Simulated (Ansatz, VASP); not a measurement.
# SnO in VASP and in Ansatz

```
Sn O
1.0
     3.28652    0.00000    0.00000
     0.00000    5.55827    0.00000
     0.00000    0.00000    4.13578
Sn O
2 2
Direct
  0.50000 0.76809 0.01314
  0.00000 0.23191 0.51314
  0.50000 0.10875 0.23686
  0.00000 0.89125 0.73686
```

Alike in both runs: task single point; functional PBE; k mesh 8 × 5 × 6; occupations fermi-dirac, width 0.05 eV; no spin polarisation.

|  | VASP | Ansatz |
| --- | --- | --- |
| version | VASP 6.6.1 | Ansatz 0.2.0 |
| potentials or method | VASP PAW PBE potentials, release 64 (Sn_d, O) | Ansatz PAW |
| plane-wave cutoff (eV) | 520 | 420 |
| valence electrons in the cell | 40 | 40 |

```tsv
	VASP	Ansatz	Ansatz less VASP
gap on the k mesh at the Fermi level (eV)	1.40	1.41	+0.013
least direct gap on the mesh (eV)	1.96	1.97	+0.014
pressure (GPa)	5.9	5.7	-0.26
traceless stress, the component that is largest in VASP (GPa)	-0.98	-0.91	+0.074
rms of the force components (eV/Å)	0.385	0.345	-0.0400
```

Atom by atom the forces differ by 0.040 eV/Å (rms over components).

Noted on Ansatz's run: odd divisions of the mesh miss points on the zone boundary, where band edges often lie, so the gap on the mesh can be too wide.
